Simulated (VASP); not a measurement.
# Pd (Fm-3m) in VASP: notebook

Runs on Pd. Level: LDA. Tasks: single point.

All numbers are computed with VASP 6.6.1; they aren't measurements. Logs are shortened: lines on timing, memory, paths and dates and some standing lists are left out, and cuts for length are marked.

## Step 1: The cell of the first run

Symmetry: Fm-3m, No. 225, cubic system. The conventional cell has a = 3.881 Å, b = 3.881 Å, c = 3.881 Å, α = 90.00°, β = 90.00°, γ = 90.00°. Within 3.6 Å of Pd (site symmetry m-3m) lie 12 Pd at 2.74 Å.

## Step 2: Single point, LDA

Input file INCAR:

```
PREC = Accurate
ENCUT = 500
EDIFF = 1E-6
ISMEAR = -1
SIGMA = 0.1
LREAL = F
LASPH = T
NELM = 120
ALGO = Normal
ISIF = 2
LWAVE = F
LCHARG = F
GGA = CA
NBANDS = 11
GGA_COMPAT = F
```

Input file KPOINTS:

```
regular mesh
0
Gamma
  6 6 6
```

Input file POSCAR:

```
Pd
1.0
    0.0000000000      1.9405000000      1.9405000000
    1.9405000000      0.0000000000      1.9405000000
    1.9405000000      1.9405000000      0.0000000000
Pd
1
Direct
    0.0000000000      0.0000000000      0.0000000000
```

Potentials or basis: VASP PAW LDA potentials, release 64 (Pd).

Run with:

```sh
$ cat potpaw_LDA.64/Pd/POTCAR > POTCAR
$ mpirun -np 1 vasp_std > vasp.out
```

OUTCAR:

```text
PREC = Accurate
   ENCUT = 500
   EDIFF = 1E-6
   ISMEAR = -1
   LREAL = F
   LASPH = T
   NELM = 120
   ISIF = 2
   GGA = CA

 ion  position               nearest neighbor table
   1  0.000  0.000  0.000-

  LATTYP: Found a face centered cubic cell.
 ALAT       =     3.8810000000

  Lattice vectors:

 A1 = (   0.0000000000,   1.9405000000,   1.9405000000)
 A2 = (   1.9405000000,   0.0000000000,   1.9405000000)
 A3 = (   1.9405000000,   1.9405000000,   0.0000000000)

Analysis of symmetry for initial positions (statically):
=====================================================================
 Subroutine PRICEL returns:
 Original cell was already a primitive cell.

 Routine SETGRP: Setting up the symmetry group for a
 face centered cubic supercell.

 Subroutine GETGRP returns: Found 48 space group operations
 (whereof 48 operations were pure point group operations)
 out of a pool of 48 trial point group operations.

The static configuration has the point symmetry O_h .

Analysis of symmetry for dynamics (positions and initial velocities):
=====================================================================
 Subroutine PRICEL returns:
 Original cell was already a primitive cell.

 Routine SETGRP: Setting up the symmetry group for a
 face centered cubic supercell.

 Subroutine GETGRP returns: Found 48 space group operations
 (whereof 48 operations were pure point group operations)
 out of a pool of 48 trial point group operations.

The dynamic configuration has the point symmetry O_h .

 Subroutine INISYM returns: Found 48 space group operations
 (whereof 48 operations are pure point group operations),
 and found     1 'primitive' translations

----------------------------------------------------------------------------------------

                                     Primitive cell

  volume of cell :      14.6141

  direct lattice vectors                    reciprocal lattice vectors
     0.000000000  1.940500000  1.940500000    -0.257665550  0.257665550  0.257665550
     1.940500000  0.000000000  1.940500000     0.257665550 -0.257665550  0.257665550
     1.940500000  1.940500000  0.000000000     0.257665550  0.257665550 -0.257665550

  length of vectors
     2.744281418  2.744281418  2.744281418     0.446289824  0.446289824  0.446289824

  position of ions in fractional coordinates (direct lattice)
     0.000000000  0.000000000  0.000000000

  ion indices of the primitive-cell ions
   primitive index   ion index
                 1           1

----------------------------------------------------------------------------------------

 KPOINTS: regular mesh

Automatic generation of k-mesh.
 Grid dimensions read from file:
 generate k-points for:    6    6    6

 Generating k-lattice:

  Cartesian coordinates                     Fractional coordinates (reciprocal lattice)
    -0.042944258  0.042944258  0.042944258     0.166666667  0.000000000  0.000000000
     0.042944258 -0.042944258  0.042944258     0.000000000  0.166666667  0.000000000
     0.042944258  0.042944258 -0.042944258     0.000000000  0.000000000  0.166666667

  Length of vectors
     0.074381637  0.074381637  0.074381637

  Shift w.r.t. Gamma in fractional coordinates (k-lattice)
     0.000000000  0.000000000  0.000000000

 Subroutine IBZKPT returns following result:
 ===========================================

 Found     16 irreducible k-points:

 Following reciprocal coordinates:
            Coordinates               Weight
  0.000000  0.000000  0.000000      1.000000
  0.166667  0.000000  0.000000      8.000000
  0.333333  0.000000  0.000000      8.000000
  0.500000  0.000000  0.000000      4.000000
  0.166667  0.166667  0.000000      6.000000
  0.333333  0.166667  0.000000     24.000000
[... 8 lines left out ...]
 -0.333333  0.333333  0.166667     24.000000
 -0.333333  0.500000  0.166667     12.000000
   k-points           NKPTS =     16   k-points in BZ     NKDIM =     16   number of bands    NBANDS=     11
   number of dos      NEDOS =    301   number of ions     NIONS =      1
   total plane-waves  NPLWV =   8000
   dimension x,y,z NGX =    20 NGY =   20 NGZ =   20
   dimension x,y,z NGXF=    40 NGYF=   40 NGZF=   40
   ions per type =               1
   NGX,Y,Z   is equivalent  to a cutoff of  12.12, 12.12, 12.12 a.u.
   NGXF,Y,Z  is equivalent  to a cutoff of  24.23, 24.23, 24.23 a.u.
 SYSTEM =  unknown system
   PREC   = accura    normal or accurate (medium, high low for compatibility)
   ISTART =      0    job   : 0-new  1-cont  2-samecut
   ICHARG =      2    charge: 1-file 2-atom 10-const
   ISPIN  =      1    spin polarized calculation?
   LNONCOLLINEAR =      F non collinear calculations
   LSORBIT =      F    spin-orbit coupling
   LASPH  =      T    aspherical Exc in radial PAW
   ENCUT  =  500.0 eV  36.75 Ry    6.06 a.u.   5.00  5.00  5.00*2*pi/ulx,y,z
   NELM   =    120;   NELMIN=  2; NELMDL= -5     # of ELM steps
   EDIFF  = 0.1E-05   stopping-criterion for ELM
   LREAL  =      F    real-space projection
   EDIFFG = 0.1E-04   stopping-criterion for IOM
   NSW    =      0    number of steps for IOM
   IBRION =     -1    ionic relax: 0-MD 1-quasi-New 2-CG
   NFREE  =      0    steps in history (QN), initial steepest desc. (CG)
   ISIF   =      2    stress and relaxation
   ISYM   =      2    0-nonsym 1-usesym 2-fastsym
   POTIM  = 0.5000    time-step for ionic-motion
   TEBEG  =    0.0;   TEEND  =   0.0 temperature during run
   PSTRESS=    0.0 pullay stress
   NELECT =      10.0000    total number of electrons
   NUPDOWN=      -1.0000    fix difference up-down
   EMIN   =  10.00;   EMAX   =-10.00  energy-range for DOS
   EFERMI =   0.00;   METHOD = LEGACY
   ISMEAR =    -1;   SIGMA  =   0.10  broadening in eV -4-tet -1-fermi 0-gaus
   EFERMI_NEDOS =   21; number of points for ismear=-14 and -15
   IALGO  =     38    algorithm
   IMIX   =      4    mixing-type and parameters
     AMIX     =   0.40;   BMIX     =  1.00
     AMIX_MAG =   1.60;   BMIX_MAG =  1.00
  volume/ion in A,a.u.               =      14.61        98.62
  Fermi-wavevector in a.u.,A,eV,Ry     =   1.442617  2.726152 28.315699  2.081145
  Thomas-Fermi vector in A             =   2.561117
   LORBIT       =      0    0 simple, 1 ext, 2 COOP (PROOUT), +10 PAW based schemes
   GGA     = CA    functional components
   LHFCALC =     F    Hartree Fock is set to
   AEXX    =    0.0000 exact exchange contribution
   IVDW    =     0    specifies the selected vdW correction
   LEPSILON=     F    determine dielectric tensor
   LRPA    =     F    only Hartree local field effects (RPA)
 non-spin polarized calculation
  energy-cutoff  :      500.00
  volume of cell :       14.61
 maximum number of plane-waves:       388
   NGX =  9   NGY =  9   NGZ =  9

 number of electron      10.0000001 magnetization

 Free energy of the ion-electron system (eV)
  ---------------------------------------------------
  ext. energy  EPLUGINS =         0.00000000
  ---------------------------------------------------
  free energy    TOTEN  =        -6.53627657 eV

  energy without entropy =       -6.47639653  energy(sigma->0) =       -6.50633655

 E-fermi :   9.6665     XC(G=0): -13.5840

 val. band max:        9.6579914775   @ k =   0.5000   0.0000   0.0000
 cond. band min:       9.7016666943   @ k =   0.5000   0.1667   0.0000
 fundamental gap:      0.0436752169
 Fermi energy:         9.6664590325

 k-point     1 :       0.0000    0.0000    0.0000
  band No.  band energies     occupation
      1       2.4446      2.00000
      2       6.7762      2.00000
      3       6.7762      2.00000
      4       6.7762      2.00000
      5       8.4374      1.99999
      6       8.4374      1.99999
      7      26.8983      0.00000
      8      31.6629      0.00000
      9      31.6629      0.00000
     10      31.6629      0.00000
     11      35.2903      0.00000

 k-point     2 :       0.1667    0.0000    0.0000
  band No.  band energies     occupation
      1       3.3789      2.00000
      2       6.5399      2.00000
      3       7.0388      2.00000
      4       7.0388      2.00000
      5       8.3699      2.00000
      6       8.3699      2.00000
      7      27.0107      0.00000
      8      28.2247      0.00000
      9      32.7253      0.00000
     10      32.7253      0.00000
     11      35.4302      0.00000

 k-point     3 :       0.3333    0.0000    0.0000
  band No.  band energies     occupation
      1       4.3938      2.00000
      2       6.9433      2.00000
      3       6.9433      2.00000
      4       7.9143      2.00000
      5       9.0462      1.99596
      6       9.0462      1.99596
      7      21.1997      0.00000
      8      27.2240      0.00000
      9      32.4965      0.00000
     10      32.4965      0.00000
     11      36.1490      0.00000

 k-point     4 :       0.5000    0.0000    0.0000
  band No.  band energies     occupation
      1       4.2853      2.00000
      2       6.7384      2.00000
      3       6.7384      2.00000
      4       9.6580      1.04231
      5       9.6580      1.04231
      6      10.6762      0.00008
      7      17.0344      0.00000
      8      26.2746      0.00000
      9      30.7548      0.00000
     10      30.7548      0.00000
     11      35.3128      0.00000
[... 127 lines left out ...]
 k-point    14 :       0.5000    0.3333    0.1667
  band No.  band energies     occupation
      1       5.5746      2.00000
      2       5.5876      2.00000
      3       6.5902      2.00000
      4       8.6035      1.99995
      5       8.9061      1.99900
      6      12.2611      0.00000
      7      22.4821      0.00000
      8      22.8011      0.00000
      9      26.1392      0.00000
     10      33.2106      0.00000
     11      34.1472      0.00000

 k-point    15 :      -0.3333    0.3333    0.1667
  band No.  band energies     occupation
      1       5.6356      2.00000
      2       5.7120      2.00000
      3       6.6565      2.00000
      4       8.1468      2.00000
      5       9.5640      1.47157
      6      16.1653      0.00000
      7      17.3394      0.00000
      8      23.3665      0.00000
      9      23.9254      0.00000
     10      32.4489      0.00000
     11      35.3410      0.00000

 k-point    16 :      -0.3333    0.5000    0.1667
  band No.  band energies     occupation
      1       4.9451      2.00000
      2       5.2679      2.00000
      3       7.5189      2.00000
      4       8.7402      1.99981
      5       9.9749      0.08754
      6      16.3356      0.00000
      7      20.2003      0.00000
      8      20.7087      0.00000
      9      21.6506      0.00000
     10      33.3986      0.00000
     11      35.1314      0.00000

------------------------ aborting loop because EDIFF is reached ----------------------------------------

  FORCE on cell =-STRESS in cart. coord.  units (eV):
  Direction    XX          YY          ZZ          XY          YZ          ZX
  --------------------------------------------------------------------------------------
  -------------------------------------------------------------------------------------
  Total       -0.6712315     -0.6712315     -0.6712315      0.0000000      0.0000000      0.0000000
  in kB      -73.5888412    -73.5888412    -73.5888412      0.0000000      0.0000000      0.0000000
  external PRESSURE =     -73.5888412 kB  Pullay stress =       0.0000000 kB

 VOLUME and BASIS-vectors are now :
 -----------------------------------------------------------------------------
  energy-cutoff  :      500.00
  volume of cell :       14.61
      direct lattice vectors                 reciprocal lattice vectors
     0.000000000  1.940500000  1.940500000    -0.257665550  0.257665550  0.257665550
     1.940500000  0.000000000  1.940500000     0.257665550 -0.257665550  0.257665550
     1.940500000  1.940500000  0.000000000     0.257665550  0.257665550 -0.257665550

 POSITION                                       TOTAL-FORCE (eV/Angst)
 -----------------------------------------------------------------------------------
      0.00000      0.00000      0.00000        -0.000000      0.000000     -0.000000
 -----------------------------------------------------------------------------------
    total drift:                                0.000000     -0.000000      0.000000

  FREE ENERGIE OF THE ION-ELECTRON SYSTEM (eV)
  ---------------------------------------------------
  free  energy   TOTEN  =        -6.5362765659 eV

  energy  without entropy=       -6.4763965303  energy(sigma->0) =       -6.50633655
```

It took 2.9 s on 1 thread of Intel Xeon Platinum 8375C at 2.90GHz (Ice Lake), shared host; peak memory 0.11 GiB.

Results:

| Property | Result |
| --- | --- |
| Free energy | -6.5363 eV |
| Pressure | -7.4 GPa |
| Band gap on the k mesh | zero (band 5 reaches 9.97 eV, above the bottom of band 6 at 8.37 eV) |

Caveat: the k points lie up to 0.47 Å⁻¹ apart.

## Step 3: Single point, LDA

Input file INCAR:

```
PREC = Accurate ; ENCUT = 500
EDIFF = 1E-6 ; ISMEAR = -1
SIGMA = 0.1 ; LREAL = False
LASPH = True ; NELM = 120
ALGO = Normal ; ISIF = 2
LWAVE = False ; LCHARG = True
GGA = CA ; LELF = True
LVHAR = True ; NBANDS = 11
GGA_COMPAT = False
```

Input file KPOINTS:

```
regular mesh
0
Gamma
  11 11 11
```

POSCAR is that of step 2.

Potentials or basis: VASP PAW LDA potentials, release 64 (Pd).

Run with:

```sh
$ cat potpaw_LDA.64/Pd/POTCAR > POTCAR
$ mpirun -np 1 vasp_std > vasp.out
```

Wall time 6.9 s (1 thread of Intel Xeon Platinum 8375C at 2.90GHz (Ice Lake), shared host); peak memory 0.12 GiB.

It converged, with:

| Quantity | Value |
| --- | --- |
| Free energy | -6.5087 eV |
| Pressure | -5.7 GPa |
| Band gap on the k mesh | zero (band 5 reaches 9.99 eV, above the bottom of band 6 at 8.46 eV) |

Levels at points of the mesh, in eV from the Fermi level:
| k point | band 3 | band 4 | band 5 | band 6 | band 7 | band 8 |
| --- | --- | --- | --- | --- | --- | --- |
| (0.00, 0.00, 0.00) | -2.95 | -2.95 | -1.28 | -1.28 | 17.10 | 21.87 |

## Step 4: Single point, LDA

Input file INCAR:

```
SYSTEM = Pd
PREC = Accurate
ENCUT = 500
EDIFF = 1E-6
ISMEAR = -1
SIGMA = 0.1
LREAL = .False.
LASPH = .True.
NELM = 120
ALGO = Normal
ISIF = 2
LWAVE = .False.
LCHARG = .False.
NBANDS = 11
GGA_COMPAT = .False.
```

Input file KPOINTS:

```
Automatic mesh
0
Gamma
  11 11 11
  0 0 0
```

POSCAR is that of step 3.

Run with:

```sh
$ cat potpaw_LDA.64/Pd/POTCAR > POTCAR
$ mpirun -np 1 vasp_std > vasp.out
```

Run time: 8.4 s. Hardware: 1 thread of Intel Xeon Platinum 8375C at 2.90GHz (Ice Lake), shared host; peak memory 0.12 GiB.

Results (log left out):

| Property | Result |
| --- | --- |
| Free energy | -6.5087 eV |
| Pressure | -5.7 GPa |
| Band gap on the k mesh | zero (band 5 reaches 9.99 eV, above the bottom of band 6 at 8.46 eV) |

Levels at points of the mesh, in eV from the Fermi level:
```csv
k point,band 3,band 4,band 5,band 6,band 7,band 8
"(0.00, 0.00, 0.00)",-2.95,-2.95,-1.28,-1.28,17.10,21.87
```
